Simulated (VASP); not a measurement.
Set up this calculation in VASP 6.6.1, as the native input.

```
Task                   : single point
Functional             : PBEsol
Potentials or basis    : VASP PAW PBE potentials, release 64 (Ta_pv, N)
Cutoff                 : 520 eV
k mesh                 : 6 × 6 × 9
Occupations            : fermi-dirac, width 0.01 eV
Spin                   : no spin polarisation
Dipole correction      : no
Further INCAR settings : ALGO = Normal; EDIFF = 1e-06; NBANDS = 33
```

The structure of TaN lies in POSCAR:

```
TaN
1.0
    5.1960008669      0.0000000000      0.0000000000
   -2.5980004334      4.4998687488      0.0000000000
    0.0000000000      0.0000000000      2.9110000000
Ta N
3 3
Direct
    0.3333333333      0.6666666667      0.5000000000
    0.6666666667      0.3333333333      0.5000000000
    0.0000000000      0.0000000000      0.0000000000
    0.3928500000      0.0000000000      0.0000000000
    0.6071500000      0.6071500000      0.0000000000
    0.0000000000      0.3928500000      0.0000000000
```

These files were run (other wordings do the same):

INCAR

```
SYSTEM = TaN
ALGO     = Normal         ! electronic algorithm
EDIFF    = 1E-6           ! SCF threshold, eV
ENCUT    = 520            ! plane-wave cutoff, eV
GGA      = PS             ! functional
ISIF     = 2              ! what is computed and relaxed
ISMEAR   = -1             ! smearing method
LASPH    = .TRUE.         ! aspherical terms in the spheres
LCHARG   = .FALSE.        ! write CHGCAR
LREAL    = .FALSE.        ! projectors in reciprocal space
LWAVE    = .FALSE.        ! write WAVECAR
NBANDS   = 33             ! bands
NELM     = 80             ! most SCF steps
PREC     = Accurate       ! precision mode
SIGMA    = 0.01           ! smearing width, eV
```

KPOINTS

```
k-points
0
G
  6 6 9
  0 0 0
```

Potentials or basis: VASP PAW PBE potentials, release 64 (Ta_pv, N).

Command:

```console
$ cat potpaw_PBE.64/Ta_pv/POTCAR potpaw_PBE.64/N/POTCAR > POTCAR
$ mpirun -np 1 vasp_std > vasp.out
```

Results of the run:

| Item | Value |
| --- | --- |
| Pressure | -3.0 GPa |
| Largest force | 0.030 eV/Å |
| Band gap on the k mesh | zero (bands 24 and 25 overlap by 3.10 eV) |

Caveat: the PAW data sets were made with another functional, which shifts forces and pressure a little; spin-orbit coupling is left out, which moves the levels of the heavy elements.

Wall time 81 s on 1 thread of Intel(R) Xeon(R) Platinum 8259CL CPU @ 2.50GHz (Skylake/Cascade Lake) (shared host), peak memory 0.22 GiB.
